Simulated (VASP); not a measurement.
Write the native input for VASP 6.6.1 that does the following.

* Task: single point
* Functional: r2SCAN
* Dispersion: D3(BJ)
* Potentials or basis: VASP PAW PBE potentials, release 64 (Pb_d, S)
* Cutoff: 550 eV
* k mesh: 10 × 10 × 10
* Occupations: gaussian, width 0.05 eV
* Spin: no spin polarisation
* Dipole correction: no
* Further INCAR settings: ALGO = Normal; EDIFF = 1e-06; NBANDS = 17

The system is PbS.

```
Pb S
1.0
     3.56142    0.00000    0.00000
     0.00000    3.56142    0.00000
     0.00000    0.00000    3.56142
Pb S
1 1
Direct
  0.00000 0.00000 0.00000
  0.50000 0.50000 0.50000
```

This cell differs from its parent crystal: volume scaled by 0.960.

These files were run (other wordings do the same):

POSCAR

```
PbS
1.0
    3.5614214159      0.0000000000      0.0000000000
    0.0000000000      3.5614214159      0.0000000000
    0.0000000000      0.0000000000      3.5614214159
Pb S
1 1
Direct
    0.0000000000      0.0000000000      0.0000000000
    0.5000000000      0.5000000000      0.5000000000
```

INCAR.step1

```
PREC     = Accurate       # precision mode
ENCUT    = 550            # plane-wave cutoff, eV
ISMEAR   = 0              # smearing method
SIGMA    = 0.05           # smearing width, eV
LREAL    = F              # projectors in reciprocal space
LASPH    = T              # aspherical terms in the spheres
NELM     = 120            # most SCF steps
NBANDS   = 17             # bands
GGA      = PE             # functional
ALGO     = Normal         # electronic algorithm
EDIFF    = 1E-5           # SCF threshold, eV
LWAVE    = T              # write WAVECAR
LCHARG   = F              # write CHGCAR
GGA_COMPAT= F
```

INCAR.step2

```
PREC     = Accurate       # precision mode
ENCUT    = 550            # plane-wave cutoff, eV
EDIFF    = 1E-6           # SCF threshold, eV
ISMEAR   = 0              # smearing method
SIGMA    = 0.05           # smearing width, eV
LREAL    = F              # projectors in reciprocal space
LASPH    = T              # aspherical terms in the spheres
NELM     = 120            # most SCF steps
ALGO     = Normal         # electronic algorithm
ISIF     = 2              # what is computed and relaxed
LWAVE    = F              # write WAVECAR
LCHARG   = T              # write CHGCAR
METAGGA  = R2SCAN         # meta-GGA
LMIXTAU  = T            
IVDW     = 12             # dispersion correction
VDW_S6   = 1.0          
VDW_S8   = 0.78981345   
VDW_A1   = 0.49484001   
VDW_A2   = 5.73083694   
LELF     = T              # ELF
LVHAR    = T            
NBANDS   = 17             # bands
ISTART   = 1            
GGA_COMPAT= F
```

KPOINTS

```
regular mesh
0
Gamma
  10 10 10
```

Potentials or basis: VASP PAW PBE potentials, release 64 (Pb_d, S).

The run is started by

```console
$ cat potpaw_PBE.64/Pb_d/POTCAR potpaw_PBE.64/S/POTCAR > POTCAR
$ cp INCAR.step1 INCAR
$ mpirun -np 1 vasp_std > vasp.out
$ cp INCAR.step2 INCAR
$ mpirun -np 1 vasp_std > vasp.out
```

Results of the run:

| Item | Value |
| --- | --- |
| Pressure | 3.0 GPa |
| Band gap on the k mesh | zero (band 10 reaches 6.99 eV, above the bottom of band 11 at 6.42 eV) |
| Dispersion energy per atom | -0.190 eV |

Caveat: the PAW data sets were made with another functional, which shifts forces and pressure a little; spin-orbit coupling is left out, which moves the levels of the heavy elements; pairwise dispersion overbinds metals, which lowers pressure and volume.

Wall time 2.8 min on 1 thread of AMD EPYC 9R45 (Zen 5) (shared host), peak memory 0.16 GiB.
